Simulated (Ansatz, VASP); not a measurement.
Two plane-wave programs on Ta4C3

POSCAR

```
Ta4C3
1.0
    4.4247933841      0.0000000000      0.0000000000
    0.0000000000      4.4247933841      0.0000000000
    0.0000000000      0.0000000000      4.4247933841
Ta C
4 3
Direct
    0.0000000000      0.5000000000      0.5000000000
    0.5000000000      0.0000000000      0.5000000000
    0.5000000000      0.5000000000      0.0000000000
    0.0000000000      0.0000000000      0.0000000000
    0.5000000000      0.0000000000     -0.0593248039
    0.0000000000      0.5000000000     -0.0593248039
    0.0000000000      0.0000000000      0.4406751961
```

File INCAR.step1:

```
ALGO     = Normal         # electronic algorithm
EDIFF    = 1E-4           # SCF threshold, eV
ENCUT    = 520            # plane-wave cutoff, eV
GGA      = PE             # functional
ISMEAR   = 0              # smearing method
LASPH    = True           # aspherical terms in the spheres
LCHARG   = False          # write CHGCAR
LREAL    = False          # projectors in reciprocal space
LWAVE    = True           # write WAVECAR
NBANDS   = 37             # bands
NELM     = 60             # most SCF steps
PREC     = Accurate       # precision mode
SIGMA    = 0.15           # smearing width, eV
```

The input INCAR.step2:

```
ALGO     = Normal         # electronic algorithm
EDIFF    = 1E-7           # SCF threshold, eV
ENCUT    = 520            # plane-wave cutoff, eV
ISIF     = 2              # what is computed and relaxed
ISMEAR   = 0              # smearing method
ISTART   = 1            
LASPH    = True           # aspherical terms in the spheres
LCHARG   = False          # write CHGCAR
LMIXTAU  = True         
LREAL    = False          # projectors in reciprocal space
LWAVE    = False          # write WAVECAR
METAGGA  = R2SCAN         # meta-GGA
NBANDS   = 37             # bands
NELM     = 60             # most SCF steps
PREC     = Accurate       # precision mode
SIGMA    = 0.15           # smearing width, eV
```

The input KPOINTS:

```
k-points
0
Gamma
  10 10 10
```

Input for Ansatz:

```yaml
crystal:
  lattice:
    - [4.4247933841, 0.0, 0.0]
    - [0.0, 4.4247933841, 0.0]
    - [0.0, 0.0, 4.4247933841]
  atoms:
    - { symbol: Ta, position: [0.0, 0.5, 0.5] }
    - { symbol: Ta, position: [0.5, 0.0, 0.5] }
    - { symbol: Ta, position: [0.5, 0.5, 0.0] }
    - { symbol: Ta, position: [0.0, 0.0, 0.0] }
    - { symbol: C, position: [0.5, 0.0, -0.0593248039] }
    - { symbol: C, position: [0.0, 0.5, -0.0593248039] }
    - { symbol: C, position: [0.0, 0.0, 0.4406751961] }
basis:
  ecutwfc: 500
kpoints:
  mp_grid: { grid: [10, 10, 10] }
hamiltonian:
  xc: r2scan
scf:
  occupations: { method: gaussian, width: 0.15 }
output:
  forces: true
  stress: true
  eigenvalues: true
```

Change from the starting cell: all C atoms moved +0.263 Å, as atom 5 towards its neighbour atom 2 (Ta) at 2.212 Å.

Alike in both runs: task single point; functional r2SCAN; k mesh 10 × 10 × 10; occupations gaussian, width 0.15 eV; no spin polarisation.

|  | VASP | Ansatz |
| --- | --- | --- |
| version | VASP 6.6.1 | Ansatz 0.2.0 |
| potentials or method | VASP PAW PBE potentials, release 64 (Ta_pv, C), cutoff 520 eV | scalar-relativistic, plane waves, PAW |
| valence electrons in the cell | 56 | 64 |

|  | VASP | Ansatz | Ansatz less VASP |
| --- | --- | --- | --- |
| gap on the k mesh at the Fermi level (eV) | none | none | - |
| pressure (GPa) | 9.6 | 8.3 | -1.27 |
| traceless stress, the component that is largest in VASP (GPa) | 18.22 | 17.80 | -0.421 |
| rms of the force components (eV/Å) | 2.031 | 2.011 | -0.0200 |

VASP's potentials were made for PBE, not for r2SCAN. Atom by atom the forces differ by 0.020 eV/Å (rms over components). A gap of «none» marks a metal or a gap that the smearing closes. The functional is the same, so the differences come from potentials, cutoffs and numerics. VASP's potentials hold 56 valence electrons a cell and Ansatz's 64, so a difference there can come from the potentials and not from the codes.

Spin-orbit coupling is off throughout.
